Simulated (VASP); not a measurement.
# Be (Fm-3m) in VASP: further runs, part 2 of 2

VASP 6.6.1. Earlier steps stand in the parts before.

## Step 5: Single point, PBE (volume scaled by 0.5)

Contents of INCAR:

```
PREC = Accurate ; ENCUT = 520
EDIFF = 1E-7 ; ISMEAR = -1
SIGMA = 0.08 ; LREAL = F
LASPH = T ; NELM = 100
ALGO = Normal ; ISIF = 2
LWAVE = F ; LCHARG = F
GGA = PE ; NBANDS = 7
```

Contents of KPOINTS:

```
Automatic mesh
0
Gamma
  20 20 20
```

Contents of POSCAR:

```
Be
1.0
    0.0000000000      1.2531747925      1.2531747925
    1.2531747925      0.0000000000      1.2531747925
    1.2531747925      1.2531747925      0.0000000000
Be
1
Direct
    0.0000000000      0.0000000000      0.0000000000
```

Potentials or basis: VASP PAW PBE potentials, release 64 (Be).

Started as:

```bash
$ cat potpaw_PBE.64/Be/POTCAR > POTCAR
$ mpirun -np 1 vasp_std > vasp.out
```

OUTCAR:

```text
PREC = Accurate
   ENCUT = 520
   EDIFF = 1E-7
   ISMEAR = -1
   LREAL = F
   LASPH = T
   NELM = 100
   ISIF = 2
   GGA = PE

 ion  position               nearest neighbor table
   1  0.000  0.000  0.000-

  LATTYP: Found a face centered cubic cell.
 ALAT       =     2.5063495850

  Lattice vectors:

 A1 = (   0.0000000000,   1.2531747925,   1.2531747925)
 A2 = (   1.2531747925,   0.0000000000,   1.2531747925)
 A3 = (   1.2531747925,   1.2531747925,   0.0000000000)

Analysis of symmetry for initial positions (statically):
=====================================================================
 Subroutine PRICEL returns:
 Original cell was already a primitive cell.

 Routine SETGRP: Setting up the symmetry group for a
 face centered cubic supercell.

 Subroutine GETGRP returns: Found 48 space group operations
 (whereof 48 operations were pure point group operations)
 out of a pool of 48 trial point group operations.

The static configuration has the point symmetry O_h .

Analysis of symmetry for dynamics (positions and initial velocities):
=====================================================================
 Subroutine PRICEL returns:
 Original cell was already a primitive cell.

 Routine SETGRP: Setting up the symmetry group for a
 face centered cubic supercell.

 Subroutine GETGRP returns: Found 48 space group operations
 (whereof 48 operations were pure point group operations)
 out of a pool of 48 trial point group operations.

The dynamic configuration has the point symmetry O_h .

 Subroutine INISYM returns: Found 48 space group operations
 (whereof 48 operations are pure point group operations),
 and found     1 'primitive' translations

----------------------------------------------------------------------------------------

                                     Primitive cell

  volume of cell :       3.9361

[... 100 lines left out ...]
   EFERMI =   0.00;   METHOD = LEGACY
   ISMEAR =    -1;   SIGMA  =   0.08  broadening in eV -4-tet -1-fermi 0-gaus
   EFERMI_NEDOS =   21; number of points for ismear=-14 and -15
   IALGO  =     38    algorithm
   IMIX   =      4    mixing-type and parameters
     AMIX     =   0.40;   BMIX     =  1.00
     AMIX_MAG =   1.60;   BMIX_MAG =  1.00
  volume/ion in A,a.u.               =       3.94        26.56
  Fermi-wavevector in a.u.,A,eV,Ry     =   1.306361  2.468664 23.219415  1.706579
  Thomas-Fermi vector in A             =   2.437168
   LORBIT       =      0    0 simple, 1 ext, 2 COOP (PROOUT), +10 PAW based schemes
   GGA     = PE    functional components
   LHFCALC =     F    Hartree Fock is set to
   AEXX    =    0.0000 exact exchange contribution
   IVDW    =     0    specifies the selected vdW correction
   LEPSILON=     F    determine dielectric tensor
   LRPA    =     F    only Hartree local field effects (RPA)
 non-spin polarized calculation
  energy-cutoff  :      520.00
  volume of cell :        3.94
 maximum number of plane-waves:       115
 NGX is ok and might be reduce to    14
   NGX =  7   NGY =  7   NGZ =  7

 number of electron       2.0000000 magnetization

 Free energy of the ion-electron system (eV)
  ---------------------------------------------------
  ext. energy  EPLUGINS =         0.00000000
  ---------------------------------------------------
  free energy    TOTEN  =        -1.71116001 eV

  energy without entropy =       -1.71066632  energy(sigma->0) =       -1.71091316

 E-fermi :  14.9247     XC(G=0): -13.1552

 val. band max:       14.8147436836   @ k =  -0.3500   0.3500   0.0000
 cond. band min:      15.2810701994   @ k =  -0.3000   0.4000   0.1000
 fundamental gap:      0.4663265159
 Fermi energy:        14.9247300400

 k-point     1 :       0.0000    0.0000    0.0000
  band No.  band energies     occupation
      1      -0.7124      2.00000
      2      48.5168      0.00000
      3      48.5168      0.00000
      4      48.5168      0.00000
      5      60.4373      0.00000
      6      60.4373      0.00000
      7      60.4373      0.00000
[... 221 lines left out ...]
 k-point    24 :      -0.3500    0.0500    0.0000
  band No.  band energies     occupation
      1       4.1678      2.00000
      2      22.7299      0.00000
      3      41.9479      0.00000
      4      44.5152      0.00000
      5      55.4278      0.00000
      6      57.0686      0.00000
      7      63.5706      0.00000

 [... further k-points ...]
[... 5 lines left out ...]
  --------------------------------------------------------------------------------------
  -------------------------------------------------------------------------------------
  Total        6.5913812      6.5913812      6.5913812     -0.0000000     -0.0000000      0.0000000
  in kB     2683.0085954   2683.0085954   2683.0085954     -0.0000000     -0.0000000      0.0000000
  external PRESSURE =    2683.0085954 kB  Pullay stress =       0.0000000 kB

 VOLUME and BASIS-vectors are now :
 -----------------------------------------------------------------------------
  energy-cutoff  :      520.00
  volume of cell :        3.94
      direct lattice vectors                 reciprocal lattice vectors
     0.000000000  1.253174793  1.253174793    -0.398986640  0.398986640  0.398986640
     1.253174793  0.000000000  1.253174793     0.398986640 -0.398986640  0.398986640
     1.253174793  1.253174793  0.000000000     0.398986640  0.398986640 -0.398986640

 POSITION                                       TOTAL-FORCE (eV/Angst)
 -----------------------------------------------------------------------------------
      0.00000      0.00000      0.00000        -0.000000     -0.000000      0.000000
 -----------------------------------------------------------------------------------
    total drift:                                0.000000      0.000000     -0.000000

  FREE ENERGIE OF THE ION-ELECTRON SYSTEM (eV)
  ---------------------------------------------------
  free  energy   TOTEN  =        -1.7111600123 eV

  energy  without entropy=       -1.7106663152  energy(sigma->0) =       -1.71091316
```

OSZICAR:

```text
N       E                     dE             d eps       ncg     rms          rms(c)
DAV:   1    -0.210838732954E+00   -0.21084E+00   -0.14521E+03  4403   0.253E+02
DAV:   2    -0.188254851896E+01   -0.16717E+01   -0.16404E+01  4683   0.327E+01
DAV:   3    -0.188331996423E+01   -0.77145E-03   -0.77145E-03  4382   0.680E-01
DAV:   4    -0.188332001287E+01   -0.48637E-07   -0.48309E-07  5138   0.453E-03
DAV:   5    -0.188332001393E+01   -0.10615E-08   -0.42146E-11  4382   0.175E-05    0.180E+00
DAV:   6    -0.174554291569E+01    0.13778E+00   -0.38133E-02  3801   0.219E+00    0.118E+00
DAV:   7    -0.171334117756E+01    0.32202E-01   -0.26648E-02  3990   0.191E+00    0.190E-01
DAV:   8    -0.171118299437E+01    0.21582E-02   -0.54997E-04  3857   0.272E-01    0.349E-02
DAV:   9    -0.171116209323E+01    0.20901E-04   -0.13994E-05  4732   0.327E-02    0.948E-03
DAV:  10    -0.171116093541E+01    0.11578E-05   -0.68507E-08  4081   0.195E-03    0.459E-03
DAV:  11    -0.171116001733E+01    0.91807E-06   -0.11487E-07  4207   0.293E-03    0.405E-05
DAV:  12    -0.171116001226E+01    0.50739E-08   -0.30893E-11  1953   0.517E-05
   1 F= -.17111600E+01 E0= -.17109132E+01  d E =-.493697E-03
```

Run time: 3.1 s. Hardware: 1 thread of Intel Xeon 6975P-C, shared host; peak memory 0.11 GiB.

What came out:

- Free energy: -1.7112 eV
- Pressure: 268.3 GPa
- Band gap on the k mesh: zero (band 1 reaches 16.44 eV, above the bottom of band 2 at 14.81 eV)

## Step 6: Single point, PBE (volume scaled by 0.6)

Contents of INCAR:

```
SYSTEM = Be
PREC = Accurate
ENCUT = 520
EDIFF = 1E-6
ISMEAR = -1
SIGMA = 0.08
LREAL = .False.
LASPH = .True.
NELM = 80
ALGO = Normal
ISIF = 2
LWAVE = .False.
LCHARG = .False.
GGA = PE
NBANDS = 7
```

Contents of KPOINTS:

```
Automatic mesh
0
Gamma
  20 20 20
  0 0 0
```

Contents of POSCAR:

```
Be
1.0
    0.0000000000      1.3316969319      1.3316969319
    1.3316969319      0.0000000000      1.3316969319
    1.3316969319      1.3316969319      0.0000000000
Be
1
Direct
    0.0000000000      0.0000000000      0.0000000000
```

Potentials or basis: VASP PAW PBE potentials, release 64 (Be).

Started as:

```bash
$ cat potpaw_PBE.64/Be/POTCAR > POTCAR
$ mpirun -np 1 vasp_std > vasp.out
```

Run time: 2.6 s. Hardware: 1 thread of Intel Xeon 6975P-C, shared host; peak memory 0.11 GiB.

Results (log left out):

| Property | Result |
| --- | --- |
| Free energy | -2.6979 eV |
| Pressure | 146.3 GPa |
| Band gap on the k mesh | zero (band 1 reaches 13.99 eV, above the bottom of band 2 at 12.55 eV) |

Levels at points of the mesh, in eV from the Fermi level:
```csv
k point,band 1,band 2,band 3,band 4
"(0.00, 0.00, 0.00)",-14.76,29.16,29.16,29.16
"(0.50, 0.00, 0.00)",-7.75,2.22,24.70,24.70
"(0.50, 0.50, 0.00)",-3.84,6.27,14.03,14.03
```

## Step 7: Summary

```tsv
task	cell	cutoff (eV)	gap on the mesh (eV)	pressure (GPa)
relaxation of cell and atoms	relaxed from a = 2.236 Å, angles 60.0°, 1 atom	600	none	-0.1
single point	a = 1.645 Å, angles 60.0°, 1 atom	520	none	513.5
single point	a = 1.772 Å, angles 60.0°, 1 atom	520	none	268.3
single point	a = 1.883 Å, angles 60.0°, 1 atom	520	none	146.3
```

Alike in all rows: level PBE; potentials or basis VASP PAW PBE potentials, release 64 (Be); no spin polarisation; k mesh 20 × 20 × 20; smearing fermi-dirac 0.08 eV.

Total energies depend on the potentials used, so only differences within one code and one set of settings carry meaning.
